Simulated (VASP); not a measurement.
# InSe (P6_3/mmc) in VASP: a series of runs

InSe is run at these levels: PBE+D3(BJ), PBEsol; tasks: single point.

Everything below comes from runs of VASP 6.6.1. Logs are shortened: lines on timing, memory, paths and dates and some standing lists are left out, and cuts for length are marked.

## 1. The cell of the first run

It takes space group P6_3/mmc (No. 194, hexagonal). The conventional cell has a = 4.044 Å, b = 4.044 Å, c = 16.762 Å, α = 90.00°, β = 90.00°, γ = 120.00°. In (site symmetry 3m) has 3 Se at 2.66 Å and 1 In at 2.80 Å within 3.5 Å. Within 3.5 Å of Se (site symmetry 3m) lie 3 In at 2.66 Å.

## 2. Single point, PBE+D3(BJ)

File INCAR:

```
PREC     = Accurate       # precision mode
ENCUT    = 520            # plane-wave cutoff, eV
EDIFF    = 1E-6           # SCF threshold, eV
ISMEAR   = 0              # smearing method
SIGMA    = 0.1            # smearing width, eV
LREAL    = F              # projectors in reciprocal space
LASPH    = T              # aspherical terms in the spheres
NELM     = 100            # most SCF steps
ALGO     = Normal         # electronic algorithm
ISIF     = 2              # what is computed and relaxed
LWAVE    = F              # write WAVECAR
LCHARG   = T              # write CHGCAR
GGA      = PE             # functional
IVDW     = 12             # dispersion correction
LELF     = T              # ELF
LVHAR    = T            
NBANDS   = 48             # bands
```

File KPOINTS:

```
regular mesh
0
Gamma
  6 6 2
```

File POSCAR:

```
InSe
1.0
    4.0435951656      0.0000000000      0.0000000000
   -2.0217975828      3.5018561361      0.0000000000
    0.0000000000      0.0000000000     16.7615315016
In Se
4 4
Direct
    0.3333333333      0.6666666667      0.1665097232
    0.6666666667      0.3333333333      0.6665097232
    0.3333333333      0.6666666667      0.3334902768
    0.6666666667      0.3333333333      0.8334902768
    0.3333333333      0.6666666667      0.5902354819
    0.6666666667      0.3333333333      0.0902354819
    0.3333333333      0.6666666667      0.9097645181
    0.6666666667      0.3333333333      0.4097645181
```

Potentials or basis: VASP PAW PBE potentials, release 64 (In_d, Se).

Run with:

```sh
cat potpaw_PBE.64/In_d/POTCAR potpaw_PBE.64/Se/POTCAR > POTCAR
mpirun -np 1 vasp_std > vasp.out
```

OUTCAR:

```text
PREC = Accurate
   ENCUT = 520
   EDIFF = 1E-6
   ISMEAR = 0
   LREAL = F
   LASPH = T
   NELM = 100
   ISIF = 2
   GGA = PE
   IVDW = 12
 IVDW          = 12

 ion  position               nearest neighbor table
   1  0.333  0.667  0.167-   6 2.66   6 2.66   6 2.66   3 2.80
   2  0.667  0.333  0.667-   5 2.66   5 2.66   5 2.66   4 2.80
   3  0.333  0.667  0.333-   8 2.66   8 2.66   8 2.66   1 2.80
   4  0.667  0.333  0.833-   7 2.66   7 2.66   7 2.66   2 2.80
   5  0.333  0.667  0.590-   2 2.66   2 2.66   2 2.66
   6  0.667  0.333  0.090-   1 2.66   1 2.66   1 2.66
   7  0.333  0.667  0.910-   4 2.66   4 2.66   4 2.66
   8  0.667  0.333  0.410-   3 2.66   3 2.66   3 2.66

  LATTYP: Found a hexagonal cell.
 ALAT       =     4.0435951656
 C/A-ratio  =     4.1452051492

  Lattice vectors:

 A1 = (   4.0435951656,   0.0000000000,   0.0000000000)
 A2 = (  -2.0217975828,   3.5018561361,   0.0000000000)
 A3 = (   0.0000000000,   0.0000000000,  16.7615315016)

Analysis of symmetry for initial positions (statically):
=====================================================================
 Subroutine PRICEL returns:
 Original cell was already a primitive cell.

 Routine SETGRP: Setting up the symmetry group for a
 hexagonal supercell.

 Subroutine GETGRP returns: Found 24 space group operations
 (whereof 12 operations were pure point group operations)
 out of a pool of 24 trial point group operations.

The static configuration has the point symmetry D_3d.
 The point group associated with its full space group is D_6h.

Analysis of symmetry for dynamics (positions and initial velocities):
=====================================================================
 Subroutine PRICEL returns:
 Original cell was already a primitive cell.

 Routine SETGRP: Setting up the symmetry group for a
 hexagonal supercell.

 Subroutine GETGRP returns: Found 24 space group operations
 (whereof 12 operations were pure point group operations)
 out of a pool of 24 trial point group operations.

The dynamic configuration has the point symmetry D_3d.
 The point group associated with its full space group is D_6h.

 Subroutine INISYM returns: Found 24 space group operations
 (whereof 12 operations are pure point group operations),
 and found     1 'primitive' translations

----------------------------------------------------------------------------------------

                                     Primitive cell

  volume of cell :     237.3448

  direct lattice vectors                    reciprocal lattice vectors
     4.043595166  0.000000000  0.000000000     0.247304678  0.142781422  0.000000000
    -2.021797583  3.501856136  0.000000000     0.000000000  0.285562845  0.000000000
     0.000000000  0.000000000 16.761531502     0.000000000  0.000000000  0.059660419

  length of vectors
     4.043595166  4.043595166 16.761531502     0.285562845  0.285562845  0.059660419

  position of ions in fractional coordinates (direct lattice)
     0.333333333  0.666666667  0.166509723
     0.666666667  0.333333333  0.666509723
     0.333333333  0.666666667  0.333490277
     0.666666667  0.333333333  0.833490277
     0.333333333  0.666666667  0.590235482
     0.666666667  0.333333333  0.090235482
     0.333333333  0.666666667  0.909764518
     0.666666667  0.333333333  0.409764518

  ion indices of the primitive-cell ions
   primitive index   ion index
                 1           1
                 2           2
                 3           3
                 4           4
                 5           5
                 6           6
                 7           7
                 8           8

----------------------------------------------------------------------------------------

 KPOINTS: regular mesh

Automatic generation of k-mesh.
 Grid dimensions read from file:
 generate k-points for:    6    6    2

 Generating k-lattice:

  Cartesian coordinates                     Fractional coordinates (reciprocal lattice)
     0.041217446  0.023796904  0.000000000     0.166666667  0.000000000  0.000000000
     0.000000000  0.047593807  0.000000000     0.000000000  0.166666667  0.000000000
     0.000000000  0.000000000  0.029830210     0.000000000  0.000000000  0.500000000

  Length of vectors
     0.047593807  0.047593807  0.029830210

  Shift w.r.t. Gamma in fractional coordinates (k-lattice)
     0.000000000  0.000000000  0.000000000

 Subroutine IBZKPT returns following result:
 ===========================================

 Found     14 irreducible k-points:

 Following reciprocal coordinates:
            Coordinates               Weight
  0.000000  0.000000  0.000000      1.000000
  0.166667  0.000000  0.000000      6.000000
  0.333333  0.000000  0.000000      6.000000
  0.500000  0.000000  0.000000      3.000000
  0.166667  0.166667  0.000000      6.000000
  0.333333  0.166667  0.000000     12.000000
  0.333333  0.333333  0.000000      2.000000
  0.000000  0.000000  0.500000      1.000000
[... 48 lines left out ...]
   LORBIT       =      0    0 simple, 1 ext, 2 COOP (PROOUT), +10 PAW based schemes
   GGA     = PE    functional components
   LHFCALC =     F    Hartree Fock is set to
   AEXX    =    0.0000 exact exchange contribution
   IVDW    =    12    specifies the selected vdW correction
   LEPSILON=     F    determine dielectric tensor
   LRPA    =     F    only Hartree local field effects (RPA)
 non-spin polarized calculation
 Gauss-broadening in eV      SIGMA  =   0.10
  energy-cutoff  :      520.00
  volume of cell :      237.34
 maximum number of plane-waves:      6432
   NGX = 15   NGY = 15   NGZ = 63

 number of electron      76.0000023 magnetization

 Free energy of the ion-electron system (eV)
  ---------------------------------------------------
  ext. energy  EPLUGINS =         0.00000000
  ---------------------------------------------------
  free energy    TOTEN  =       -28.32397548 eV

  energy without entropy =      -28.32382527  energy(sigma->0) =      -28.32390037

 E-fermi :   4.1362     XC(G=0):  -8.8447

 val. band max:        3.9830650922   @ k =   0.0000   0.0000   0.0000
 cond. band min:       4.2893327567   @ k =   0.0000   0.0000   0.0000
 fundamental gap:      0.3062676645
 Fermi energy:         4.1361989787

 k-point     1 :       0.0000    0.0000    0.0000
  band No.  band energies     occupation
      1     -10.8171      2.00000
      2     -10.8163      2.00000
      3     -10.6338      2.00000
      4     -10.6338      2.00000
      5     -10.6334      2.00000
      6     -10.6334      2.00000
[... 40 lines left out ...]
     47       9.0694      0.00000
     48       9.3198      0.00000

 k-point     2 :       0.1667    0.0000    0.0000
  band No.  band energies     occupation
      1     -10.8194      2.00000
      2     -10.8192      2.00000
      3     -10.7134      2.00000
      4     -10.7045      2.00000
      5     -10.6485      2.00000
      6     -10.6386      2.00000
[... 40 lines left out ...]
     47       8.4323      0.00000
     48       8.8432      0.00000

 k-point     3 :       0.3333    0.0000    0.0000
  band No.  band energies     occupation
      1     -10.8856      2.00000
      2     -10.8789      2.00000
      3     -10.7801      2.00000
      4     -10.7688      2.00000
      5     -10.7610      2.00000
      6     -10.7568      2.00000
[... 40 lines left out ...]
     47       8.3604      0.00000
     48       8.6413      0.00000

 k-point     4 :       0.5000    0.0000    0.0000
  band No.  band energies     occupation
      1     -10.9301      2.00000
      2     -10.9258      2.00000
      3     -10.8294      2.00000
      4     -10.8226      2.00000
      5     -10.7591      2.00000
      6     -10.7568      2.00000
[... 448 lines left out ...]
     47       8.5870      0.00000
     48       8.5870      0.00000

 k-point    13 :       0.3333    0.1667    0.5000
  band No.  band energies     occupation
      1     -10.9168      2.00000
      2     -10.9168      2.00000
      3     -10.8186      2.00000
      4     -10.8186      2.00000
      5     -10.7586      2.00000
      6     -10.7586      2.00000
[... 40 lines left out ...]
     47       8.4486      0.00000
     48       8.4486      0.00000

 k-point    14 :       0.3333    0.3333    0.5000
  band No.  band energies     occupation
      1     -10.9274      2.00000
      2     -10.9274      2.00000
      3     -10.8349      2.00000
      4     -10.8349      2.00000
      5     -10.7573      2.00000
      6     -10.7573      2.00000
[... 40 lines left out ...]
     47       9.5319      0.00000
     48       9.5319      0.00000

------------------------ aborting loop because EDIFF is reached ----------------------------------------

 Edisp (eV)   -2.35943

 E8    (eV) :    -1.0811

  FORCE on cell =-STRESS in cart. coord.  units (eV):
  Direction    XX          YY          ZZ          XY          YZ          ZX
  --------------------------------------------------------------------------------------
  -------------------------------------------------------------------------------------
  Total      -0.16390    -0.16390    -0.07343     0.00000     0.00000     0.00000
  in kB      -1.10640    -1.10640    -0.49567     0.00000     0.00000     0.00000
  external pressure =       -0.90 kB  Pullay stress =        0.00 kB

 VOLUME and BASIS-vectors are now :
 -----------------------------------------------------------------------------
  energy-cutoff  :      520.00
  volume of cell :      237.34
      direct lattice vectors                 reciprocal lattice vectors
     4.043595166  0.000000000  0.000000000     0.247304678  0.142781422  0.000000000
    -2.021797583  3.501856136  0.000000000     0.000000000  0.285562845  0.000000000
     0.000000000  0.000000000 16.761531502     0.000000000  0.000000000  0.059660419

 POSITION                                       TOTAL-FORCE (eV/Angst)
 -----------------------------------------------------------------------------------
     -0.00000      2.33457      2.79096        -0.000000     -0.000000      0.044367
      2.02180      1.16729     11.17172         0.000000     -0.000000      0.044367
     -0.00000      2.33457      5.58981        -0.000000     -0.000000     -0.044367
      2.02180      1.16729     13.97057         0.000000      0.000000     -0.044367
     -0.00000      2.33457      9.89325        -0.000000      0.000000     -0.028605
      2.02180      1.16729      1.51248         0.000000      0.000000     -0.028605
     -0.00000      2.33457     15.24905        -0.000000      0.000000      0.028605
      2.02180      1.16729      6.86828         0.000000      0.000000      0.028605
 -----------------------------------------------------------------------------------
    total drift:                               -0.000000      0.000000     -0.000000

  FREE ENERGIE OF THE ION-ELECTRON SYSTEM (eV)
  ---------------------------------------------------
  free  energy   TOTEN  =       -30.6834024227 eV

  energy  without entropy=      -30.6832522105  energy(sigma->0) =      -30.68332732
```

Run time: 1.8 min. Hardware: 1 thread of Intel Xeon 6975P-C (Granite Rapids), shared host; peak memory 0.39 GiB.

What came out:

| Item | Value |
| --- | --- |
| Free energy | -30.6834 eV |
| Pressure | -0.1 GPa |
| Largest force | 0.044 eV/Å |
| Band gap on the k mesh | 0.31 eV, direct |
| Dispersion energy per atom | -0.295 eV |

Forces on the atoms (eV/Å):
```
In   0.000  0.000  0.044
In   0.000  0.000  0.044
In   0.000  0.000 -0.044
In   0.000  0.000 -0.044
Se   0.000  0.000 -0.029
Se   0.000  0.000 -0.029
Se   0.000  0.000  0.029
Se   0.000  0.000  0.029
```

Caveat: spin-orbit coupling is left out, which moves the levels of the heavy elements.

[end of part 1 of 2]
